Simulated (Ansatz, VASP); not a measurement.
# One calculation of Ru, two programs

INCAR

```
PREC     = Accurate       # precision mode
ENCUT    = 520            # plane-wave cutoff, eV
EDIFF    = 1E-7           # SCF threshold, eV
ISMEAR   = 0              # smearing method
SIGMA    = 0.15           # smearing width, eV
LREAL    = False          # projectors in reciprocal space
LASPH    = True           # aspherical terms in the spheres
NELM     = 100            # most SCF steps
ALGO     = Fast           # electronic algorithm
ISIF     = 2              # what is computed and relaxed
LWAVE    = False          # write WAVECAR
LCHARG   = False          # write CHGCAR
GGA      = PS             # functional
NBANDS   = 21             # bands
```

Contents of KPOINTS:

```
Automatic mesh
0
Gamma
  21 21 12
```

POSCAR

```
Ru
1.0
    2.6652123442      0.0000000000      0.0000000000
   -1.3326061721      2.3081415966      0.0000000000
    0.0000000000      0.0000000000      4.1534430000
Ru
2
Direct
    0.3333333333      0.6666666667      0.2500000000
    0.6666666667      0.3333333333      0.7500000000
```

Input for Ansatz:

```yaml
crystal:
  lattice:
    - [2.6652123442, 0.0, 0.0]
    - [-1.3326061721, 2.3081415966, 0.0]
    - [0.0, 0.0, 4.153443]
  atoms:
    - { symbol: Ru, position: [0.3333333333, 0.6666666667, 0.25] }
    - { symbol: Ru, position: [0.6666666667, 0.3333333333, 0.75] }
basis:
  ecutwfc: 420
kpoints:
  mp_grid: { grid: [21, 21, 12] }
hamiltonian:
  xc: pbesol
scf:
  occupations: { method: gaussian, width: 0.15 }
output:
  forces: true
  stress: true
  eigenvalues: true
```

Change from the starting cell: strain -0.015 along x and y, -0.030 along z, atoms carried along.

Alike in both runs: task single point; functional PBEsol; k mesh 21 × 21 × 12; occupations gaussian, width 0.15 eV; no spin polarisation.

|  | VASP | Ansatz |
| --- | --- | --- |
| version | VASP 6.6.1 | Ansatz 0.2.0 |
| potentials or method | VASP PAW PBE potentials, release 64 (Ru_pv), cutoff 520 eV | scalar-relativistic, plane waves, PAW |
| valence electrons in the cell | 28 | 32 |

Ansatz gave:

- gap on the k mesh at the Fermi level (eV): none
- pressure (GPa): 16.4
- traceless stress, the component that is largest in VASP (GPa): 5.40

Question: Estimate VASP's values.

Answer: gap on the k mesh at the Fermi level (eV): none; pressure (GPa): 16.4; traceless stress, the component that is largest in VASP (GPa): 5.43.

VASP's potentials were made for PBE, not for PBEsol. A gap of «none» marks a metal or a gap that the smearing closes. VASP's potentials hold 28 valence electrons a cell and Ansatz's 32, so a difference there can come from the potentials and not from the codes.
